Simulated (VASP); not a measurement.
Crystal: Se.

```
Se
1.0
     1.92500    1.11140    0.88167
    -1.92500    1.11140    0.88167
     0.00000   -2.22280    0.88167
Se
1
Direct
  0.00000 0.00000 0.00000
```

Base run:

| Property | Result |
| --- | --- |
| Program | VASP 6.6.1 |
| Functional | RPBE |
| Potentials or basis | VASP PAW PBE potentials, release 64 (Se) |
| Cutoff | 520 eV |
| k mesh | 11 × 11 × 11 |
| Occupations | methfessel-paxton, width 0.1 eV |
| Spin | no spin polarisation |

Its results: band gap on the k mesh zero (band 3 reaches 22.80 eV, above the bottom of band 4 at 7.90 eV); pressure 164.6 GPa.

**Question.** The run is repeated on the same cell with these changes: functional from RPBE to revPBE. What comes out?

**Answer.** Band gap on the k mesh zero (band 3 reaches 22.76 eV, above the bottom of band 4 at 7.88 eV); pressure 163.7 GPa.

Caveats: the PAW data sets were made with another functional, which shifts forces and pressure a little.
